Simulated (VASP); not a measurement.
# AlP (F-43m) in VASP: a series of runs

The runs below take AlP through single point, with PBE.

Program: VASP 6.6.1. These are calculated values, not measurements. Logs are shortened: lines on timing, memory, paths and dates and some standing lists are left out, and cuts for length are marked.

## (1) The cell of the first run

It takes space group F-43m (No. 216, cubic). The conventional cell has a = 5.178 Å, b = 5.178 Å, c = 5.178 Å, α = 90.00°, β = 90.00°, γ = 90.00°. Within 3.0 Å of Al (site symmetry -43m) lie 4 P at 2.24 Å. Within 3.0 Å of P (site symmetry -43m) lie 4 Al at 2.24 Å.

## (2) Single point, PBE (strain -0.050 along x and y, -0.050 along z)

Contents of INCAR:

```
PREC = Accurate
ENCUT = 500
EDIFF = 1E-6
ISMEAR = 0
SIGMA = 0.05
LREAL = False
LASPH = True
NELM = 120
ALGO = Normal
ISIF = 2
LWAVE = False
LCHARG = False
GGA = PE
NBANDS = 11
GGA_COMPAT = False
```

Contents of KPOINTS:

```
Automatic mesh
0
Gamma
  8 8 8
```

Contents of POSCAR:

```
AlP
1.0
    0.0000000000      2.5892250000      2.5892250000
    2.5892250000      0.0000000000      2.5892250000
    2.5892250000      2.5892250000      0.0000000000
Al P
1 1
Direct
    0.0000000000      0.0000000000      0.0000000000
    0.7500000000      0.7500000000      0.7500000000
```

Potentials or basis: VASP PAW PBE potentials, release 64 (Al, P).

The run is started by

```sh
cat potpaw_PBE.64/Al/POTCAR potpaw_PBE.64/P/POTCAR > POTCAR
mpirun -np 1 vasp_std > vasp.out
```

OUTCAR:

```text
PREC = Accurate
   ENCUT = 500
   EDIFF = 1E-6
   ISMEAR = 0
   LREAL = False
   LASPH = True
   NELM = 120
   ISIF = 2
   GGA = PE

 ion  position               nearest neighbor table
   1  0.000  0.000  0.000-   2 2.24   2 2.24   2 2.24   2 2.24
   2  0.750  0.750  0.750-   1 2.24   1 2.24   1 2.24   1 2.24

  LATTYP: Found a face centered cubic cell.
 ALAT       =     5.1784500000

  Lattice vectors:

 A1 = (   0.0000000000,   2.5892250000,   2.5892250000)
 A2 = (   2.5892250000,   0.0000000000,   2.5892250000)
 A3 = (   2.5892250000,   2.5892250000,   0.0000000000)

Analysis of symmetry for initial positions (statically):
=====================================================================
 Subroutine PRICEL returns:
 Original cell was already a primitive cell.

 Routine SETGRP: Setting up the symmetry group for a
 face centered cubic supercell.

 Subroutine GETGRP returns: Found 24 space group operations
 (whereof 24 operations were pure point group operations)
 out of a pool of 48 trial point group operations.

The static configuration has the point symmetry T_d .

Analysis of symmetry for dynamics (positions and initial velocities):
=====================================================================
 Subroutine PRICEL returns:
 Original cell was already a primitive cell.

 Routine SETGRP: Setting up the symmetry group for a
 face centered cubic supercell.

 Subroutine GETGRP returns: Found 24 space group operations
 (whereof 24 operations were pure point group operations)
 out of a pool of 48 trial point group operations.

The dynamic configuration has the point symmetry T_d .

 Subroutine INISYM returns: Found 24 space group operations
 (whereof 24 operations are pure point group operations),
 and found     1 'primitive' translations

----------------------------------------------------------------------------------------

                                     Primitive cell

  volume of cell :      34.7168

  direct lattice vectors                    reciprocal lattice vectors
     0.000000000  2.589225000  2.589225000    -0.193107976  0.193107976  0.193107976
     2.589225000  0.000000000  2.589225000     0.193107976 -0.193107976  0.193107976
     2.589225000  2.589225000  0.000000000     0.193107976  0.193107976 -0.193107976

  length of vectors
     3.661717111  3.661717111  3.661717111     0.334472826  0.334472826  0.334472826

  position of ions in fractional coordinates (direct lattice)
     0.000000000  0.000000000  0.000000000
     0.750000000  0.750000000  0.750000000

  ion indices of the primitive-cell ions
   primitive index   ion index
                 1           1
                 2           2

----------------------------------------------------------------------------------------

 KPOINTS: Automatic mesh

Automatic generation of k-mesh.
 Grid dimensions read from file:
 generate k-points for:    8    8    8

 Generating k-lattice:

  Cartesian coordinates                     Fractional coordinates (reciprocal lattice)
    -0.024138497  0.024138497  0.024138497     0.125000000  0.000000000  0.000000000
     0.024138497 -0.024138497  0.024138497     0.000000000  0.125000000  0.000000000
     0.024138497  0.024138497 -0.024138497     0.000000000  0.000000000  0.125000000

  Length of vectors
     0.041809103  0.041809103  0.041809103

  Shift w.r.t. Gamma in fractional coordinates (k-lattice)
     0.000000000  0.000000000  0.000000000

 Subroutine IBZKPT returns following result:
 ===========================================

 Found     29 irreducible k-points:

 Following reciprocal coordinates:
            Coordinates               Weight
  0.000000  0.000000  0.000000      1.000000
  0.125000  0.000000  0.000000      8.000000
  0.250000  0.000000  0.000000      8.000000
  0.375000  0.000000  0.000000      8.000000
  0.500000  0.000000  0.000000      4.000000
  0.125000  0.125000  0.000000      6.000000
[... 16 lines left out ...]
  0.500000  0.250000  0.125000     48.000000
 -0.375000  0.250000  0.125000     24.000000
 [... further k-points ...]
   k-points           NKPTS =     29   k-points in BZ     NKDIM =     29   number of bands    NBANDS=     11
   number of dos      NEDOS =    301   number of ions     NIONS =      2
   total plane-waves  NPLWV =  21952
   dimension x,y,z NGX =    28 NGY =   28 NGZ =   28
   dimension x,y,z NGXF=    56 NGYF=   56 NGZF=   56
   ions per type =               1   1
   NGX,Y,Z   is equivalent  to a cutoff of  12.71, 12.71, 12.71 a.u.
   NGXF,Y,Z  is equivalent  to a cutoff of  25.42, 25.42, 25.42 a.u.
 SYSTEM =  unknown system
   PREC   = accura    normal or accurate (medium, high low for compatibility)
   ISTART =      0    job   : 0-new  1-cont  2-samecut
   ICHARG =      2    charge: 1-file 2-atom 10-const
   ISPIN  =      1    spin polarized calculation?
   LNONCOLLINEAR =      F non collinear calculations
   LSORBIT =      F    spin-orbit coupling
   LASPH  =      T    aspherical Exc in radial PAW
   ENCUT  =  500.0 eV  36.75 Ry    6.06 a.u.   6.68  6.68  6.68*2*pi/ulx,y,z
   NELM   =    120;   NELMIN=  2; NELMDL= -5     # of ELM steps
   EDIFF  = 0.1E-05   stopping-criterion for ELM
   LREAL  =      F    real-space projection
   EDIFFG = 0.1E-04   stopping-criterion for IOM
   NSW    =      0    number of steps for IOM
   IBRION =     -1    ionic relax: 0-MD 1-quasi-New 2-CG
   NFREE  =      0    steps in history (QN), initial steepest desc. (CG)
   ISIF   =      2    stress and relaxation
   ISYM   =      2    0-nonsym 1-usesym 2-fastsym
   POTIM  = 0.5000    time-step for ionic-motion
   TEBEG  =    0.0;   TEEND  =   0.0 temperature during run
   PSTRESS=    0.0 pullay stress
   NELECT =       8.0000    total number of electrons
   NUPDOWN=      -1.0000    fix difference up-down
   EMIN   =  10.00;   EMAX   =-10.00  energy-range for DOS
   EFERMI =   0.00;   METHOD = LEGACY
   ISMEAR =     0;   SIGMA  =   0.05  broadening in eV -4-tet -1-fermi 0-gaus
   EFERMI_NEDOS =   21; number of points for ismear=-14 and -15
   IALGO  =     38    algorithm
   IMIX   =      4    mixing-type and parameters
     AMIX     =   0.40;   BMIX     =  1.00
     AMIX_MAG =   1.60;   BMIX_MAG =  1.00
  volume/ion in A,a.u.               =      17.36       117.14
  Fermi-wavevector in a.u.,A,eV,Ry     =   1.003672  1.896665 13.705924  1.007357
  Thomas-Fermi vector in A             =   2.136239
   LORBIT       =      0    0 simple, 1 ext, 2 COOP (PROOUT), +10 PAW based schemes
   GGA     = PE    functional components
   LHFCALC =     F    Hartree Fock is set to
   AEXX    =    0.0000 exact exchange contribution
   IVDW    =     0    specifies the selected vdW correction
   LEPSILON=     F    determine dielectric tensor
   LRPA    =     F    only Hartree local field effects (RPA)
 non-spin polarized calculation
 Gauss-broadening in eV      SIGMA  =   0.05
  energy-cutoff  :      500.00
  volume of cell :       34.72
 maximum number of plane-waves:       903
   NGX = 13   NGY = 13   NGZ = 13

 number of electron       8.0000000 magnetization

 Free energy of the ion-electron system (eV)
  ---------------------------------------------------
  ext. energy  EPLUGINS =         0.00000000
  ---------------------------------------------------
  free energy    TOTEN  =        -9.96117262 eV

  energy without entropy =       -9.96117262  energy(sigma->0) =       -9.96117262

 E-fermi :   6.4222     XC(G=0):  -9.8408

 val. band max:        6.1494959933   @ k =   0.0000   0.0000   0.0000
 cond. band min:       7.3636595906   @ k =   0.5000   0.5000   0.0000
 fundamental gap:      1.2141635973
 Fermi energy:         6.4221585241

 k-point     1 :       0.0000    0.0000    0.0000
  band No.  band energies     occupation
      1      -6.3455      2.00000
      2       6.1495      2.00000
      3       6.1495      2.00000
      4       6.1495      2.00000
      5      10.8555      0.00000
      6      10.9219      0.00000
      7      10.9219      0.00000
      8      10.9219      0.00000
      9      15.1468      0.00000
     10      15.1468      0.00000
     11      17.6298      0.00000

 k-point     2 :       0.1250    0.0000    0.0000
  band No.  band energies     occupation
      1      -6.1404      2.00000
      2       4.8528      2.00000
      3       5.9785      2.00000
      4       5.9785      2.00000
      5      10.6099      0.00000
      6      11.2502      0.00000
      7      11.2502      0.00000
      8      12.1564      0.00000
      9      14.5987      0.00000
     10      14.5987      0.00000
     11      17.9819      0.00000

 k-point     3 :       0.2500    0.0000    0.0000
  band No.  band energies     occupation
      1      -5.5553      2.00000
      2       2.6554      2.00000
      3       5.6465      2.00000
      4       5.6465      2.00000
      5      10.0848      0.00000
      6      11.5117      0.00000
      7      11.5117      0.00000
      8      14.1730      0.00000
      9      14.6499      0.00000
     10      14.6499      0.00000
     11      17.2339      0.00000

 k-point     4 :       0.3750    0.0000    0.0000
  band No.  band energies     occupation
      1      -4.7387      2.00000
      2       0.7308      2.00000
      3       5.3870      2.00000
      4       5.3870      2.00000
      5       9.6955      0.00000
      6      11.1696      0.00000
      7      11.1696      0.00000
      8      14.9080      0.00000
      9      16.3040      0.00000
     10      16.3040      0.00000
     11      18.1032      0.00000
[... 239 lines left out ...]
 k-point    22 :       0.3750    0.2500    0.1250
  band No.  band energies     occupation
      1      -5.0551      2.00000
      2       2.3951      2.00000
      3       3.9157      2.00000
      4       5.1006      2.00000
      5      10.1377      0.00000
      6      11.2595      0.00000
      7      12.0100      0.00000
      8      13.5131      0.00000
      9      15.1534      0.00000
     10      17.8771      0.00000
     11      19.9527      0.00000

 k-point    23 :       0.5000    0.2500    0.1250
  band No.  band energies     occupation
      1      -4.2955      2.00000
      2       1.0462      2.00000
      3       3.3040      2.00000
      4       4.6299      2.00000
      5      10.1876      0.00000
      6      11.2454      0.00000
      7      12.6119      0.00000
      8      13.8099      0.00000
      9      16.3963      0.00000
     10      18.4746      0.00000
     11      19.8795      0.00000

 k-point    24 :      -0.3750    0.2500    0.1250
  band No.  band energies     occupation
      1      -3.8514      2.00000
      2       0.3241      2.00000
      3       3.1801      2.00000
      4       4.3973      2.00000
      5      10.1576      0.00000
      6      10.9771      0.00000
      7      13.5023      0.00000
      8      14.4956      0.00000
      9      15.9090      0.00000
     10      18.3233      0.00000
     11      20.0906      0.00000

 [... further k-points ...]
[... 5 lines left out ...]
  --------------------------------------------------------------------------------------
  -------------------------------------------------------------------------------------
  Total        4.7993997      4.7993997      4.7993997      0.0000000      0.0000000     -0.0000000
  in kB      221.4920423    221.4920423    221.4920423      0.0000000      0.0000000     -0.0000000
  external PRESSURE =     221.4920423 kB  Pullay stress =       0.0000000 kB

 VOLUME and BASIS-vectors are now :
 -----------------------------------------------------------------------------
  energy-cutoff  :      500.00
  volume of cell :       34.72
      direct lattice vectors                 reciprocal lattice vectors
     0.000000000  2.589225000  2.589225000    -0.193107976  0.193107976  0.193107976
     2.589225000  0.000000000  2.589225000     0.193107976 -0.193107976  0.193107976
     2.589225000  2.589225000  0.000000000     0.193107976  0.193107976 -0.193107976

 POSITION                                       TOTAL-FORCE (eV/Angst)
 -----------------------------------------------------------------------------------
      0.00000      0.00000      0.00000        -0.000000     -0.000000     -0.000000
      3.88384      3.88384      3.88384         0.000000      0.000000      0.000000
 -----------------------------------------------------------------------------------
    total drift:                               -0.000000     -0.000000     -0.000000

  FREE ENERGIE OF THE ION-ELECTRON SYSTEM (eV)
  ---------------------------------------------------
  free  energy   TOTEN  =        -9.9611726172 eV

  energy  without entropy=       -9.9611726172  energy(sigma->0) =       -9.96117262
```

Run time: 12 s. Hardware: 1 thread of Intel Xeon Platinum 8259CL at 2.50GHz (Skylake/Cascade Lake), shared host; peak memory 0.15 GiB.

Results:

| Property | Result |
| --- | --- |
| Free energy | -9.9612 eV |
| Pressure | 22.1 GPa |
| Band gap on the k mesh | 1.21 eV, indirect (least direct gap 3.66 eV) |

Caveat: the cell differs from its parent crystal (strain -0.050 along x and y, -0.050 along z). A k mesh can miss the band edges.

## (3) Single point, PBE (strain -0.025 along x and y, -0.025 along z)

Contents of INCAR:

```
SYSTEM = AlP
ALGO = Normal
EDIFF = 1E-6
ENCUT = 500
GGA = PE
GGA_COMPAT = .False.
ISIF = 2
ISMEAR = 0
LASPH = .True.
LCHARG = .False.
LREAL = .False.
LWAVE = .False.
NBANDS = 11
NELM = 120
PREC = Accurate
SIGMA = 0.05
```

Contents of KPOINTS:

```
k-points
0
Gamma
  8 8 8
  0 0 0
```

Contents of POSCAR:

```
AlP
1.0
    0.0000000000      2.6573625000      2.6573625000
    2.6573625000      0.0000000000      2.6573625000
    2.6573625000      2.6573625000      0.0000000000
Al P
1 1
Direct
    0.0000000000      0.0000000000      0.0000000000
    0.7500000000      0.7500000000      0.7500000000
```

Potentials or basis: VASP PAW PBE potentials, release 64 (Al, P).

The run is started by

```sh
cat potpaw_PBE.64/Al/POTCAR potpaw_PBE.64/P/POTCAR > POTCAR
mpirun -np 1 vasp_std > vasp.out
```

It took 15 s on 1 thread of Intel Xeon Platinum 8259CL at 2.50GHz (Skylake/Cascade Lake), shared host; peak memory 0.15 GiB.

It converged, with:

```
Free energy            : -10.2459 eV
Pressure               : 10.9 GPa
Band gap on the k mesh : 1.41 eV, indirect (least direct gap 3.68 eV)
```

Levels at points of the mesh, in eV from the valence-band top:
```csv
k point,band 1,band 2,band 3,band 4,band 5,band 6,band 7,band 8
"(0.00, 0.00, 0.00)",-11.99,0.00,0.00,0.00,4.01,4.67,4.67,4.67
"(0.50, 0.00, 0.00)",-10.10,-5.90,-0.81,-0.81,3.12,4.83,4.83,8.49
"(0.50, 0.50, 0.00)",-9.35,-5.59,-2.27,-2.27,1.41,2.43,11.77,11.77
```

Caveat: the cell differs from its parent crystal (strain -0.025 along x and y, -0.025 along z).

## (4) Single point, PBE (strain +0.025 along x and y, +0.025 along z)

Contents of INCAR:

```
  ALGO = Normal
  EDIFF = 1E-6
  ENCUT = 500
  GGA = PE
  GGA_COMPAT = F
  ISIF = 2
  ISMEAR = 0
  LASPH = T
  LCHARG = F
  LREAL = F
  LWAVE = F
  NBANDS = 11
  NELM = 120
  PREC = Accurate
  SIGMA = 0.05
```

Contents of KPOINTS:

```
k-points
0
Gamma
  8 8 8
```

Contents of POSCAR:

```
AlP
1.0
    0.0000000000      2.7936375000      2.7936375000
    2.7936375000      0.0000000000      2.7936375000
    2.7936375000      2.7936375000      0.0000000000
Al P
1 1
Direct
    0.0000000000      0.0000000000      0.0000000000
    0.7500000000      0.7500000000      0.7500000000
```

The run is started by

```sh
cat potpaw_PBE.64/Al/POTCAR potpaw_PBE.64/P/POTCAR > POTCAR
mpirun -np 1 vasp_std > vasp.out
```

Wall time 15 s (1 thread of Intel Xeon Platinum 8259CL at 2.50GHz (Skylake/Cascade Lake), shared host); peak memory 0.16 GiB.

It converged, with:

```yaml
Free_energy: -10.3566 eV
Pressure: -3.3 GPa
Band_gap_on_the_k_mesh: 1.71 eV, indirect (least direct gap 2.72 eV)
```

Levels at points of the mesh, in eV from the valence-band top:
| k point | band 1 | band 2 | band 3 | band 4 | band 5 | band 6 | band 7 | band 8 |
| --- | --- | --- | --- | --- | --- | --- | --- | --- |
| (0.00, 0.00, 0.00) | -11.12 | 0.00 | 0.00 | 0.00 | 2.72 | 4.46 | 4.46 | 4.46 |
| (0.50, 0.00, 0.00) | -9.61 | -5.23 | -0.72 | -0.72 | 2.56 | 4.79 | 4.79 | 8.07 |
| (0.50, 0.50, 0.00) | -9.01 | -5.08 | -1.96 | -1.96 | 1.71 | 2.48 | 10.48 | 10.48 |

Caveat: the cell differs from its parent crystal (strain +0.025 along x and y, +0.025 along z). A k mesh can miss the band edges.

## (5) Summary

```csv
cell,gap on the mesh (eV),pressure (GPa)
"a = 3.662 Å, angles 60.0°, 2 atoms",1.21,22.1
"a = 3.758 Å, angles 60.0°, 2 atoms",1.41,10.9
"a = 3.951 Å, angles 60.0°, 2 atoms",1.71,-3.3
```

Alike in all rows: task single point; level PBE; potentials or basis VASP PAW PBE potentials, release 64 (Al, P); no spin polarisation; k mesh 8 × 8 × 8; cutoff (eV) 500; smearing gaussian 0.05 eV.

Total energies depend on the potentials used, so only differences within one code and one set of settings carry meaning.
